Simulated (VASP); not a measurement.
Na4SrCaSi2: single point with PBEsol

Crystal: Na4SrCaSi2.

```
CELL_PARAMETERS angstrom
5.26358 0.00000 0.00000
0.00000 5.26358 0.00000
0.00000 0.00000 7.38183
ATOMIC_POSITIONS crystal
Sr 0.00000 0.00000 0.00000
Ca 0.50000 0.50000 0.50000
Si 0.00000 0.50000 0.25768
Si 0.50000 0.00000 0.74232
Na 0.00000 0.00000 0.50000
Na 0.50000 0.50000 0.00000
Na 0.00000 0.50000 0.74312
Na 0.50000 0.00000 0.25688
```

```json
{
  "Program": "VASP 6.6.1",
  "Task": "single point",
  "Functional": "PBEsol",
  "Potentials or basis": "VASP PAW PBE potentials, release 64 (Sr_sv, Ca_sv, Si, Na_pv)",
  "Cutoff": "520 eV",
  "k mesh": "5 × 5 × 4",
  "Occupations": "gaussian, width 0.01 eV",
  "Spin": "no spin polarisation"
}
```

| Item | Value |
| --- | --- |
| Pressure | -0.3 GPa |
| Largest force | 0.100 eV/Å |
| Band gap on the k mesh | 0.13 eV (least direct gap 0.27 eV) |

Forces on the atoms (eV/Å):
```
Sr   0.000  0.000  0.000
Ca   0.000  0.000  0.000
Si   0.000  0.000  0.031
Si   0.000  0.000 -0.031
Na   0.000  0.000  0.000
Na   0.000  0.000  0.000
Na   0.000  0.000 -0.100
Na   0.000  0.000  0.100
```

Stress tensor (GPa, compression positive):
```
-0.36  0.00  0.00
 0.00 -0.36  0.00
 0.00  0.00 -0.24
```

Levels at points of the mesh, in eV from the valence-band top:
```
           k point  band 24  band 25  band 26  band 27  band 28  band 29  band 30  band 31  band 32  band 33
(0.00, 0.00, 0.00)    -0.27    -0.27    -0.14    -0.14    -0.14     0.13     0.69     1.82     2.66     2.70
(0.00, 0.00, 0.50)    -1.53    -0.34    -0.34    -0.10    -0.10     1.22     1.23     2.77     2.98     3.03
```

Wall time 4 min on 1 thread of Oxide Virtual Turin-like Processor, with other jobs on the host, peak memory 0.33 GiB.

Caveat: the PAW data sets were made with another functional, which shifts forces and pressure a little. A k mesh can miss the band edges.
